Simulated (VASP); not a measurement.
Input of a VASP 6.6.1 run:

The input INCAR:

```
ALGO = Normal
EDIFF = 1E-6
EDIFFG = -0.04
ENCUT = 600
GGA = PE
IBRION = 2
ISIF = 3
ISMEAR = 0
LASPH = T
LCHARG = F
LREAL = F
LWAVE = F
NELM = 60
NSW = 90
PREC = Accurate
SIGMA = 0.1
```

KPOINTS

```
k-points
0
Gamma
  6 6 2
```

The input POSCAR:

```
Al2BP3
1.0
    3.1151694300      0.0000000000      0.0000000000
    0.0000000000      3.1151694300      0.0000000000
    0.0000000000      0.0000000000      9.5480958300
Al B P
2 1 3
Direct
    0.0000000000      0.0000000000      0.3392778000
    0.0000000000      0.0000000000      0.6607222000
    0.0000000000      0.0000000000      0.0000000000
    0.5000000000      0.5000000000      0.1817286000
    0.5000000000      0.5000000000      0.5000000000
    0.5000000000      0.5000000000      0.8182714000
```

Potentials or basis: VASP PAW PBE potentials, release 64 (Al, B, P).

Run with:

```sh
$ cat potpaw_PBE.64/Al/POTCAR potpaw_PBE.64/B/POTCAR potpaw_PBE.64/P/POTCAR > POTCAR
$ mpirun -np 1 vasp_std > vasp.out
```

(1) Predict the space group after relaxing (to 0.05 Å).

(2) Estimate the relaxed volume.

## Answers

(1) P4/mmm (No. 123).

(2) 13.27 Å³/atom.
